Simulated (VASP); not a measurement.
# SnO2 (Immm) in VASP: further runs, part 2 of 3

VASP 6.6.1.

### 4 Single point, PBE (strain -0.0100 x Voigt [0, 0, 0, 0, 0, 1])

The input, INCAR:

```
SYSTEM = SnO2
PREC = Accurate
ENCUT = 520
EDIFF = 1E-7
ISMEAR = 0
SIGMA = 0.15
LREAL = .FALSE.
LASPH = .TRUE.
NELM = 100
ALGO = Normal
ISIF = 2
LWAVE = .FALSE.
LCHARG = .TRUE.
GGA = PE
LELF = .TRUE.
LVHAR = .TRUE.
NBANDS = 20
```

The input, KPOINTS:

```
regular mesh
0
G
  16 16 16
  0 0 0
```

The input, POSCAR:

```
SnO2
1.0
   -0.0128582621      2.5716524213      2.5716524213
    2.5716524213     -0.0128582621      2.5716524213
    2.5587941592      2.5587941592      0.0000000000
Sn O
1 2
Direct
    0.0000000000      0.0000000000      0.0000000000
    0.2500000000      0.2500000000      0.2500000000
    0.7500000000      0.7500000000      0.7500000000
```

Potentials or basis: VASP PAW PBE potentials, release 64 (Sn_d, O).

The run is started by

```bash
> cat potpaw_PBE.64/Sn_d/POTCAR potpaw_PBE.64/O/POTCAR > POTCAR
> mpirun -np 1 vasp_std > vasp.out
```

OUTCAR:

```text
SYSTEM = SnO2
   PREC = Accurate
   ENCUT = 520
   EDIFF = 1E-7
   ISMEAR = 0
   LREAL = .FALSE.
   LASPH = .TRUE.
   NELM = 100
   ISIF = 2
   GGA = PE

 ion  position               nearest neighbor table
   1  0.000  0.000  0.000-   2 2.22   3 2.22   3 2.22   2 2.22   3 2.23   3 2.23   2 2.23   2 2.23

   2  0.250  0.250  0.250-   1 2.22   1 2.22   1 2.23   1 2.23
   3  0.750  0.750  0.750-   1 2.22   1 2.22   1 2.23   1 2.23

  LATTYP: Found a body centered orthorhombic cell.
 ALAT       =     3.6186814033
 B/A-ratio  =     1.0100502513
 C/A-ratio  =     1.4213201632

  Lattice vectors:

 A1 = (   0.0128582621,  -2.5716524213,  -2.5716524213)
 A2 = (  -0.0128582621,   2.5716524213,  -2.5716524213)
 A3 = (   2.5716524213,  -0.0128582621,   2.5716524213)

Analysis of symmetry for initial positions (statically):
=====================================================================
 Subroutine PRICEL returns:
 Original cell was already a primitive cell.

 Routine SETGRP: Setting up the symmetry group for a
 body centered orthorhombic supercell.

 Subroutine GETGRP returns: Found  8 space group operations
 (whereof  8 operations were pure point group operations)
 out of a pool of  8 trial point group operations.

The static configuration has the point symmetry D_2h.

Analysis of symmetry for dynamics (positions and initial velocities):
=====================================================================
 Subroutine PRICEL returns:
 Original cell was already a primitive cell.

 Routine SETGRP: Setting up the symmetry group for a
 body centered orthorhombic supercell.

 Subroutine GETGRP returns: Found  8 space group operations
 (whereof  8 operations were pure point group operations)
 out of a pool of  8 trial point group operations.

The dynamic configuration has the point symmetry D_2h.

 Subroutine INISYM returns: Found  8 space group operations
 (whereof  8 operations are pure point group operations),
 and found     1 'primitive' translations

----------------------------------------------------------------------------------------

                                     Primitive cell

  volume of cell :      34.0139

  direct lattice vectors                    reciprocal lattice vectors
    -0.012858262  2.571652421  2.571652421    -0.193460218  0.193460218  0.194427519
     2.571652421 -0.012858262  2.571652421     0.193460218 -0.193460218  0.194427519
     2.558794159  2.558794159  0.000000000     0.195404542  0.195404542 -0.194427519

  length of vectors
     3.636888462  3.636888462  3.618681403     0.335642327  0.335642327  0.337887452

  position of ions in fractional coordinates (direct lattice)
     0.000000000  0.000000000  0.000000000
     0.250000000  0.250000000  0.250000000
     0.750000000  0.750000000  0.750000000

  ion indices of the primitive-cell ions
   primitive index   ion index
                 1           1
                 2           2
                 3           3

----------------------------------------------------------------------------------------

 KPOINTS: regular mesh

Automatic generation of k-mesh.
 Grid dimensions read from file:
 generate k-points for:   16   16   16

 Generating k-lattice:

  Cartesian coordinates                     Fractional coordinates (reciprocal lattice)
    -0.012091264  0.012091264  0.012151720     0.062500000  0.000000000  0.000000000
     0.012091264 -0.012091264  0.012151720     0.000000000  0.062500000  0.000000000
     0.012212784  0.012212784 -0.012151720     0.000000000  0.000000000  0.062500000

  Length of vectors
     0.020977645  0.020977645  0.021117966

  Shift w.r.t. Gamma in fractional coordinates (k-lattice)
     0.000000000  0.000000000  0.000000000

 Subroutine IBZKPT returns following result:
 ===========================================

 Found    621 irreducible k-points:

 Following reciprocal coordinates:
            Coordinates               Weight
  0.000000  0.000000  0.000000      1.000000
  0.062500 -0.000000  0.000000      4.000000
  0.125000 -0.000000  0.000000      4.000000
  0.187500  0.000000  0.000000      4.000000
  0.250000 -0.000000  0.000000      4.000000
  0.312500  0.000000  0.000000      4.000000
[... 16 lines left out ...]
 -0.125000  0.062500  0.000000      4.000000
 -0.062500  0.062500  0.000000      2.000000
 [... further k-points ...]
   k-points           NKPTS =    621   k-points in BZ     NKDIM =    621   number of bands    NBANDS=     20
   number of dos      NEDOS =    301   number of ions     NIONS =      3
   total plane-waves  NPLWV =  21952
   dimension x,y,z NGX =    28 NGY =   28 NGZ =   28
   dimension x,y,z NGXF=    56 NGYF=   56 NGZF=   56
   ions per type =               1   2
   NGX,Y,Z   is equivalent  to a cutoff of  12.80, 12.80, 12.86 a.u.
   NGXF,Y,Z  is equivalent  to a cutoff of  25.60, 25.60, 25.73 a.u.
 SYSTEM =  SnO2
   PREC   = accura    normal or accurate (medium, high low for compatibility)
   ISTART =      0    job   : 0-new  1-cont  2-samecut
   ICHARG =      2    charge: 1-file 2-atom 10-const
   ISPIN  =      1    spin polarized calculation?
   LNONCOLLINEAR =      F non collinear calculations
   LSORBIT =      F    spin-orbit coupling
   LASPH  =      T    aspherical Exc in radial PAW
   ENCUT  =  520.0 eV  38.22 Ry    6.18 a.u.   6.76  6.76  6.73*2*pi/ulx,y,z
   NELM   =    100;   NELMIN=  2; NELMDL= -5     # of ELM steps
   EDIFF  = 0.1E-06   stopping-criterion for ELM
   LREAL  =      F    real-space projection
   EDIFFG = 0.1E-05   stopping-criterion for IOM
   NSW    =      0    number of steps for IOM
   IBRION =     -1    ionic relax: 0-MD 1-quasi-New 2-CG
   NFREE  =      0    steps in history (QN), initial steepest desc. (CG)
   ISIF   =      2    stress and relaxation
   ISYM   =      2    0-nonsym 1-usesym 2-fastsym
   POTIM  = 0.5000    time-step for ionic-motion
   TEBEG  =    0.0;   TEEND  =   0.0 temperature during run
   PSTRESS=    0.0 pullay stress
   NELECT =      26.0000    total number of electrons
   NUPDOWN=      -1.0000    fix difference up-down
   EMIN   =  10.00;   EMAX   =-10.00  energy-range for DOS
   EFERMI =   0.00;   METHOD = LEGACY
   ISMEAR =     0;   SIGMA  =   0.15  broadening in eV -4-tet -1-fermi 0-gaus
   EFERMI_NEDOS =   21; number of points for ismear=-14 and -15
   IALGO  =     38    algorithm
   IMIX   =      4    mixing-type and parameters
     AMIX     =   0.40;   BMIX     =  1.00
     AMIX_MAG =   1.60;   BMIX_MAG =  1.00
  volume/ion in A,a.u.               =      11.34        76.51
  Fermi-wavevector in a.u.,A,eV,Ry     =   1.496858  2.828652 30.484998  2.240584
  Thomas-Fermi vector in A             =   2.608821
   LORBIT       =      0    0 simple, 1 ext, 2 COOP (PROOUT), +10 PAW based schemes
   GGA     = PE    functional components
   LHFCALC =     F    Hartree Fock is set to
   AEXX    =    0.0000 exact exchange contribution
   IVDW    =     0    specifies the selected vdW correction
   LEPSILON=     F    determine dielectric tensor
   LRPA    =     F    only Hartree local field effects (RPA)
 non-spin polarized calculation
 Gauss-broadening in eV      SIGMA  =   0.15
  energy-cutoff  :      520.00
  volume of cell :       34.01
 maximum number of plane-waves:       938
   NGX = 13   NGY = 13   NGZ = 13

 number of electron      25.9999991 magnetization

 Free energy of the ion-electron system (eV)
  ---------------------------------------------------
  ext. energy  EPLUGINS =         0.00000000
  ---------------------------------------------------
  free energy    TOTEN  =       -17.91658472 eV

  energy without entropy =      -17.91632983  energy(sigma->0) =      -17.91645727

 E-fermi :   7.5989     XC(G=0): -11.6785

 val. band max:        7.3903560899   @ k =  -0.2500   0.5000   0.2500
 cond. band min:       7.7757990393   @ k =   0.0625  -0.0000   0.0000
 fundamental gap:      0.3854429494
 Fermi energy:         7.5988782162

 k-point     1 :       0.0000    0.0000    0.0000
  band No.  band energies     occupation
      1     -13.1767      2.00000
      2     -13.1765      2.00000
      3     -13.1745      2.00000
      4     -13.0501      2.00000
      5     -13.0500      2.00000
      6     -11.9323      2.00000
[... 12 lines left out ...]
     19      22.4942      0.00000
[... 513 lines left out ...]
      4     -13.0520      2.00000
      5     -13.0488      2.00000
      6     -11.8299      2.00000
[... 12 lines left out ...]
     19      22.4907      0.00000
     20      22.5612      0.00000

 [... further k-points ...]

------------------------ aborting loop because EDIFF is reached ----------------------------------------

  FORCE on cell =-STRESS in cart. coord.  units (eV):
  Direction    XX          YY          ZZ          XY          YZ          ZX
  --------------------------------------------------------------------------------------
  -------------------------------------------------------------------------------------
  Total        0.1162606      0.1162606      0.1158316      0.0334357      0.0000000      0.0000000
  in kB        5.4762982      5.4762982      5.4560920      1.5749422      0.0000000      0.0000000
  external PRESSURE =       5.4695628 kB  Pullay stress =       0.0000000 kB

 VOLUME and BASIS-vectors are now :
 -----------------------------------------------------------------------------
  energy-cutoff  :      520.00
  volume of cell :       34.01
      direct lattice vectors                 reciprocal lattice vectors
    -0.012858262  2.571652421  2.571652421    -0.193460218  0.193460218  0.194427519
     2.571652421 -0.012858262  2.571652421     0.193460218 -0.193460218  0.194427519
     2.558794159  2.558794159  0.000000000     0.195404542  0.195404542 -0.194427519

 POSITION                                       TOTAL-FORCE (eV/Angst)
 -----------------------------------------------------------------------------------
      0.00000      0.00000      0.00000         0.000000      0.000000      0.000000
      1.27940      1.27940      1.28583         0.000000      0.000000      0.022193
      3.83819      3.83819      3.85748        -0.000000     -0.000000     -0.022193
 -----------------------------------------------------------------------------------
    total drift:                                0.000000     -0.000000      0.000000

  FREE ENERGIE OF THE ION-ELECTRON SYSTEM (eV)
  ---------------------------------------------------
  free  energy   TOTEN  =       -17.9165847186 eV

  energy  without entropy=      -17.9163298259  energy(sigma->0) =      -17.91645727
```

stdout:

```text
POSCAR found type information on POSCAR SnO
 POSCAR found :  2 types and       3 ions
 scaLAPACK will be used
 LDA part: xc-table for (Slater+PW92), standard interpolation
 POSCAR, INCAR and KPOINTS ok, starting setup
 FFT: planning ... GRIDC
 FFT: planning ... GRID_SOFT
 FFT: planning ... GRID
 WAVECAR not read
 entering main loop
```

Run time: 2.9 min. Hardware: 1 thread of Intel Xeon 6975P-C (Granite Rapids), shared host; peak memory 0.46 GiB.

What came out:

```yaml
Free_energy: -17.9166 eV
Pressure: 0.5 GPa
Largest_force: 0.022 eV/Å
Band_gap_on_the_k_mesh: zero (bands 13 and 14 overlap by 0.16 eV)
```

Forces in eV/Å, atoms in the order of the input:
```
Sn   0.000  0.000  0.000
O    0.000  0.000  0.022
O    0.000  0.000 -0.022
```

Caveat: the cell differs from its parent crystal (strain -0.0100 x Voigt [0, 0, 0, 0, 0, 1]); semilocal functionals underestimate gaps, and a narrow one can read as zero; spin-orbit coupling is left out, which moves the levels of the heavy elements.

[end of part 2 of 3]

The gap in the log of VASP goes by the Fermi energy; the results here count the filled bands.